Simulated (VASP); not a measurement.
# TaN (P-6m2) in VASP: notebook

TaN is run at these levels: LDA, PBE; tasks: single point.

Everything below comes from runs of VASP 6.6.1. Logs are shortened: lines on timing, memory, paths and dates and some standing lists are left out, and cuts for length are marked.

### Step 1. The cell of the first run

The structure is hexagonal, space group P-6m2 (No. 187). The conventional cell has a = 2.938 Å, b = 2.938 Å, c = 2.883 Å, α = 90.00°, β = 90.00°, γ = 120.00°. Ta (site symmetry -6m2) has 6 N at 2.23 Å and 2 Ta at 2.88 Å within 2.9 Å. N (site symmetry -6m2) has 6 Ta at 2.23 Å and 2 N at 2.88 Å within 2.9 Å.

### Step 2. Single point, LDA

INCAR reads:

```
  PREC = Accurate
  ENCUT = 520
  EDIFF = 1E-7
  ISMEAR = -1
  SIGMA = 0.02
  LREAL = F
  LASPH = T
  NELM = 60
  ALGO = Normal
  ISIF = 2
  LWAVE = F
  LCHARG = T
  LELF = T
  LVHAR = T
  NBANDS = 15
```

KPOINTS reads:

```
regular mesh
0
Gamma
  12 12 10
```

POSCAR reads:

```
TaN
1.0
    2.9379988584      0.0000000000      0.0000000000
   -1.4689994292      2.5443816477      0.0000000000
    0.0000000000      0.0000000000      2.8830000000
Ta N
1 1
Direct
    0.3333333333      0.6666666667      0.5000000000
    0.0000000000      0.0000000000      0.0000000000
```

Potentials or basis: VASP PAW LDA potentials, release 64 (Ta_pv, N).

Launch:

```console
cat potpaw_LDA.64/Ta_pv/POTCAR potpaw_LDA.64/N/POTCAR > POTCAR
mpirun -np 1 vasp_std > vasp.out
```

OUTCAR:

```text
PREC = Accurate
   ENCUT = 520
   EDIFF = 1E-7
   ISMEAR = -1
   LREAL = F
   LASPH = T
   NELM = 60
   ISIF = 2

 ion  position               nearest neighbor table
   1  0.333  0.667  0.500-   2 2.23   2 2.23   2 2.23   2 2.23   2 2.23   2 2.23
   2  0.000  0.000  0.000-   1 2.23   1 2.23   1 2.23   1 2.23   1 2.23   1 2.23

  LATTYP: Found a hexagonal cell.
 ALAT       =     2.9379988584
 C/A-ratio  =     0.9812801635

  Lattice vectors:

 A1 = (   2.9379988584,   0.0000000000,   0.0000000000)
 A2 = (  -1.4689994292,   2.5443816477,   0.0000000000)
 A3 = (   0.0000000000,   0.0000000000,   2.8830000000)

Analysis of symmetry for initial positions (statically):
=====================================================================
 Subroutine PRICEL returns:
 Original cell was already a primitive cell.

 Routine SETGRP: Setting up the symmetry group for a
 hexagonal supercell.

 Subroutine GETGRP returns: Found 12 space group operations
 (whereof 12 operations were pure point group operations)
 out of a pool of 24 trial point group operations.

The static configuration has the point symmetry D_3h.

Analysis of symmetry for dynamics (positions and initial velocities):
=====================================================================
 Subroutine PRICEL returns:
 Original cell was already a primitive cell.

 Routine SETGRP: Setting up the symmetry group for a
 hexagonal supercell.

 Subroutine GETGRP returns: Found 12 space group operations
 (whereof 12 operations were pure point group operations)
 out of a pool of 24 trial point group operations.

The dynamic configuration has the point symmetry D_3h.

 Subroutine INISYM returns: Found 12 space group operations
 (whereof 12 operations are pure point group operations),
 and found     1 'primitive' translations

----------------------------------------------------------------------------------------

                                     Primitive cell

  volume of cell :      21.5516

  direct lattice vectors                    reciprocal lattice vectors
     2.937998858  0.000000000  0.000000000     0.340367729  0.196511400  0.000000000
    -1.468999429  2.544381648  0.000000000     0.000000000  0.393022800  0.000000000
     0.000000000  0.000000000  2.883000000     0.000000000  0.000000000  0.346860909

  length of vectors
     2.937998858  2.937998858  2.883000000     0.393022800  0.393022800  0.346860909

  position of ions in fractional coordinates (direct lattice)
     0.333333333  0.666666667  0.500000000
     0.000000000  0.000000000  0.000000000

  ion indices of the primitive-cell ions
   primitive index   ion index
                 1           1
                 2           2

----------------------------------------------------------------------------------------

 KPOINTS: regular mesh

Automatic generation of k-mesh.
 Grid dimensions read from file:
 generate k-points for:   12   12   10

 Generating k-lattice:

  Cartesian coordinates                     Fractional coordinates (reciprocal lattice)
     0.028363977  0.016375950  0.000000000     0.083333333 -0.000000000  0.000000000
     0.000000000  0.032751900  0.000000000     0.000000000  0.083333333  0.000000000
     0.000000000  0.000000000  0.034686091     0.000000000  0.000000000  0.100000000

  Length of vectors
     0.032751900  0.032751900  0.034686091

  Shift w.r.t. Gamma in fractional coordinates (k-lattice)
     0.000000000  0.000000000  0.000000000

 Subroutine IBZKPT returns following result:
 ===========================================

 Found    114 irreducible k-points:

 Following reciprocal coordinates:
            Coordinates               Weight
  0.000000  0.000000  0.000000      1.000000
  0.083333  0.000000  0.000000      6.000000
  0.166667  0.000000  0.000000      6.000000
  0.250000  0.000000  0.000000      6.000000
  0.333333  0.000000  0.000000      6.000000
  0.416667  0.000000  0.000000      6.000000
[... 16 lines left out ...]
  0.250000  0.000000  0.100000     12.000000
  0.333333  0.000000  0.100000     12.000000
 [... further k-points ...]
   k-points           NKPTS =    114   k-points in BZ     NKDIM =    114   number of bands    NBANDS=     15
   number of dos      NEDOS =    301   number of ions     NIONS =      2
   total plane-waves  NPLWV =  13824
   dimension x,y,z NGX =    24 NGY =   24 NGZ =   24
   dimension x,y,z NGXF=    48 NGYF=   48 NGZF=   48
   ions per type =               1   1
   NGX,Y,Z   is equivalent  to a cutoff of  13.58, 13.58, 13.84 a.u.
   NGXF,Y,Z  is equivalent  to a cutoff of  27.16, 27.16, 27.68 a.u.
 SYSTEM =  unknown system
   PREC   = accura    normal or accurate (medium, high low for compatibility)
   ISTART =      0    job   : 0-new  1-cont  2-samecut
   ICHARG =      2    charge: 1-file 2-atom 10-const
   ISPIN  =      1    spin polarized calculation?
   LNONCOLLINEAR =      F non collinear calculations
   LSORBIT =      F    spin-orbit coupling
   LASPH  =      T    aspherical Exc in radial PAW
   ENCUT  =  520.0 eV  38.22 Ry    6.18 a.u.   5.46  5.46  5.36*2*pi/ulx,y,z
   NELM   =     60;   NELMIN=  2; NELMDL= -5     # of ELM steps
   EDIFF  = 0.1E-06   stopping-criterion for ELM
   LREAL  =      F    real-space projection
   EDIFFG = 0.1E-05   stopping-criterion for IOM
   NSW    =      0    number of steps for IOM
   IBRION =     -1    ionic relax: 0-MD 1-quasi-New 2-CG
   NFREE  =      0    steps in history (QN), initial steepest desc. (CG)
   ISIF   =      2    stress and relaxation
   ISYM   =      2    0-nonsym 1-usesym 2-fastsym
   POTIM  = 0.5000    time-step for ionic-motion
   TEBEG  =    0.0;   TEEND  =   0.0 temperature during run
   PSTRESS=    0.0 pullay stress
   NELECT =      16.0000    total number of electrons
   NUPDOWN=      -1.0000    fix difference up-down
   EMIN   =  10.00;   EMAX   =-10.00  energy-range for DOS
   EFERMI =   0.00;   METHOD = LEGACY
   ISMEAR =    -1;   SIGMA  =   0.02  broadening in eV -4-tet -1-fermi 0-gaus
   EFERMI_NEDOS =   21; number of points for ismear=-14 and -15
   IALGO  =     38    algorithm
   IMIX   =      4    mixing-type and parameters
     AMIX     =   0.40;   BMIX     =  1.00
     AMIX_MAG =   1.60;   BMIX_MAG =  1.00
  volume/ion in A,a.u.               =      10.78        72.72
  Fermi-wavevector in a.u.,A,eV,Ry     =   1.482366  2.801265 29.897546  2.197408
  Thomas-Fermi vector in A             =   2.596161
   LORBIT       =      0    0 simple, 1 ext, 2 COOP (PROOUT), +10 PAW based schemes
   GGA     = CA    functional components
   LHFCALC =     F    Hartree Fock is set to
   AEXX    =    0.0000 exact exchange contribution
   IVDW    =     0    specifies the selected vdW correction
   LEPSILON=     F    determine dielectric tensor
   LRPA    =     F    only Hartree local field effects (RPA)
 non-spin polarized calculation
  energy-cutoff  :      520.00
  volume of cell :       21.55
 maximum number of plane-waves:       599
 NGX is ok and might be reduce to    24
   NGX = 11   NGY = 11   NGZ = 11

 number of electron      16.0000001 magnetization

 Free energy of the ion-electron system (eV)
  ---------------------------------------------------
  ext. energy  EPLUGINS =         0.00000000
  ---------------------------------------------------
  free energy    TOTEN  =       -24.70091799 eV

  energy without entropy =      -24.70081719  energy(sigma->0) =      -24.70086759

 E-fermi :   8.1966     XC(G=0): -13.5826

 val. band max:        8.0745463087   @ k =   0.0000   0.0000   0.4000
 cond. band min:       8.2364929007   @ k =   0.0833   0.0000   0.5000
 fundamental gap:      0.1619465920
 Fermi energy:         8.1965907898

 k-point     1 :       0.0000    0.0000    0.0000
  band No.  band energies     occupation
      1     -26.5250      2.00000
      2     -26.2577      2.00000
      3     -26.2577      2.00000
      4      -9.4291      2.00000
      5       3.5636      2.00000
      6       3.5636      2.00000
      7       3.9099      2.00000
      8       5.2338      2.00000
      9      10.4741      0.00000
     10      11.6878      0.00000
     11      11.6878      0.00000
     12      12.0377      0.00000
     13      12.0377      0.00000
     14      20.4913      0.00000
     15      21.2916      0.00000

 k-point     2 :       0.0833    0.0000    0.0000
  band No.  band energies     occupation
      1     -26.5153      2.00000
      2     -26.3342      2.00000
      3     -26.2740      2.00000
      4      -9.2825      2.00000
      5       3.1368      2.00000
      6       3.6745      2.00000
      7       4.1191      2.00000
      8       5.0229      2.00000
      9      10.9754      0.00000
     10      11.4001      0.00000
     11      11.7093      0.00000
     12      11.9639      0.00000
     13      12.2324      0.00000
     14      20.4925      0.00000
     15      21.2537      0.00000

 k-point     3 :       0.1667    0.0000    0.0000
  band No.  band energies     occupation
      1     -26.5383      2.00000
      2     -26.4886      2.00000
      3     -26.3183      2.00000
      4      -8.8781      2.00000
      5       2.2522      2.00000
      6       3.9697      2.00000
      7       4.5089      2.00000
      8       4.5761      2.00000
      9      10.6963      0.00000
     10      11.7686      0.00000
     11      11.8161      0.00000
     12      12.2102      0.00000
     13      12.6616      0.00000
     14      20.4956      0.00000
     15      21.1996      0.00000

 k-point     4 :       0.2500    0.0000    0.0000
  band No.  band energies     occupation
      1     -26.8061      2.00000
      2     -26.4520      2.00000
      3     -26.3781      2.00000
      4      -8.3114      2.00000
      5       1.3185      2.00000
      6       3.9092      2.00000
      7       4.3484      2.00000
      8       5.0069      2.00000
      9      10.2820      0.00000
     10      11.5157      0.00000
     11      12.0975      0.00000
     12      13.0457      0.00000
     13      13.4812      0.00000
     14      20.5007      0.00000
     15      21.3331      0.00000
[... 307 lines left out ...]
 k-point    22 :       0.1667    0.0000    0.1000
  band No.  band energies     occupation
      1     -26.5880      2.00000
      2     -26.5218      2.00000
      3     -26.3100      2.00000
      4      -8.7060      2.00000
      5       2.3469      2.00000
      6       3.4775      2.00000
      7       3.9811      2.00000
      8       5.4565      2.00000
      9      10.4947      0.00000
     10      10.5592      0.00000
     11      12.0366      0.00000
     12      12.8725      0.00000
     13      13.2447      0.00000
     14      20.4923      0.00000
     15      21.0607      0.00000

 k-point    23 :       0.2500    0.0000    0.1000
  band No.  band energies     occupation
      1     -26.7953      2.00000
      2     -26.5400      2.00000
      3     -26.3694      2.00000
      4      -8.1867      2.00000
      5       1.3957      2.00000
      6       3.3875      2.00000
      7       4.2649      2.00000
      8       5.4318      2.00000
      9      10.4056      0.00000
     10      10.7231      0.00000
     11      12.4313      0.00000
     12      12.9452      0.00000
     13      14.2948      0.00000
     14      20.4964      0.00000
     15      21.0422      0.00000

 k-point    24 :       0.3333    0.0000    0.1000
  band No.  band energies     occupation
      1     -27.0488      2.00000
      2     -26.5009      2.00000
      3     -26.4281      2.00000
      4      -7.6509      2.00000
      5       0.5987      2.00000
      6       3.1006      2.00000
      7       4.4856      2.00000
      8       5.4178      2.00000
      9      10.7691      0.00000
     10      11.0328      0.00000
     11      12.6632      0.00000
     12      13.0918      0.00000
     13      15.2432      0.00000
     14      20.4996      0.00000
     15      21.2785      0.00000

 [... further k-points ...]
[... 5 lines left out ...]
  --------------------------------------------------------------------------------------
  -------------------------------------------------------------------------------------
  Total       -1.2583086     -1.2583086     -1.4421209      0.0000000      0.0000000      0.0000000
  in kB      -93.5447076    -93.5447076   -107.2096180      0.0000000      0.0000000      0.0000000
  external PRESSURE =     -98.0996777 kB  Pullay stress =       0.0000000 kB

 VOLUME and BASIS-vectors are now :
 -----------------------------------------------------------------------------
  energy-cutoff  :      520.00
  volume of cell :       21.55
      direct lattice vectors                 reciprocal lattice vectors
     2.937998858  0.000000000  0.000000000     0.340367729  0.196511400  0.000000000
    -1.468999429  2.544381648  0.000000000     0.000000000  0.393022800  0.000000000
     0.000000000  0.000000000  2.883000000     0.000000000  0.000000000  0.346860909

 POSITION                                       TOTAL-FORCE (eV/Angst)
 -----------------------------------------------------------------------------------
     -0.00000      1.69625      1.44150         0.000000      0.000000      0.000000
      0.00000      0.00000      0.00000        -0.000000      0.000000      0.000000
 -----------------------------------------------------------------------------------
    total drift:                                0.000000     -0.000000     -0.000000

  FREE ENERGIE OF THE ION-ELECTRON SYSTEM (eV)
  ---------------------------------------------------
  free  energy   TOTEN  =       -24.7009179938 eV

  energy  without entropy=      -24.7008171892  energy(sigma->0) =      -24.70086759
```

It took 23 s on 1 thread of Intel Xeon Platinum 8259CL at 2.50GHz (Skylake/Cascade Lake), shared host; peak memory 0.15 GiB.

Results:

| Property | Result |
| --- | --- |
| Free energy | -24.7009 eV |
| Pressure | -9.8 GPa |
| Band gap on the k mesh | zero (band 8 reaches 8.48 eV, above the bottom of band 9 at 7.99 eV) |

Caveat: spin-orbit coupling is left out, which moves the levels of the heavy elements.

### Step 3. Single point, PBE

INCAR reads:

```
PREC = Accurate ; ENCUT = 520
EDIFF = 1E-6 ; ISMEAR = -1
SIGMA = 0.02 ; LREAL = False
LASPH = True ; NELM = 100
ALGO = Normal ; ISIF = 2
LWAVE = False ; LCHARG = True
GGA = PE ; LELF = True
LVHAR = True ; NBANDS = 15
```

KPOINTS reads:

```
Automatic mesh
0
Gamma
  12 12 10
```

POSCAR is that of step 2.

Potentials or basis: VASP PAW PBE potentials, release 64 (Ta_pv, N).

Launch:

```console
cat potpaw_PBE.64/Ta_pv/POTCAR potpaw_PBE.64/N/POTCAR > POTCAR
mpirun -np 1 vasp_std > vasp.out
```

Wall time 32 s (1 thread of Intel Xeon Platinum 8259CL at 2.50GHz (Skylake/Cascade Lake), shared host); peak memory 0.17 GiB.

It converged, with:

| Quantity | Value |
| --- | --- |
| Free energy | -22.4406 eV |
| Pressure | 5.4 GPa |
| Band gap on the k mesh | zero (band 8 reaches 8.67 eV, above the bottom of band 9 at 8.17 eV) |

Stress tensor (GPa, compression positive):
```
4.97 0.00 0.00
0.00 4.97 0.00
0.00 0.00 6.22
```

Levels at points of the mesh, in eV from the Fermi level:
| k point | band 4 | band 5 | band 6 | band 7 | band 8 | band 9 | band 10 | band 11 | band 12 | band 13 |
| --- | --- | --- | --- | --- | --- | --- | --- | --- | --- | --- |
| (0.00, 0.00, 0.00) | -17.89 | -4.67 | -4.67 | -4.31 | -3.03 | 2.10 | 3.48 | 3.48 | 3.90 | 3.90 |
| (0.50, 0.00, 0.00) | -15.60 | -8.39 | -5.30 | -3.58 | -3.29 | 2.91 | 3.91 | 5.12 | 5.19 | 7.33 |
| (0.00, 0.00, 0.50) | -15.24 | -9.46 | -3.86 | -3.86 | -0.19 | -0.19 | 2.30 | 3.23 | 3.23 | 8.10 |
| (0.50, 0.00, 0.50) | -15.90 | -7.43 | -6.29 | -5.79 | -0.47 | 4.05 | 5.25 | 5.93 | 6.97 | 10.09 |

Caveat: spin-orbit coupling is left out, which moves the levels of the heavy elements.

(Part 1 of 2 ends here.)
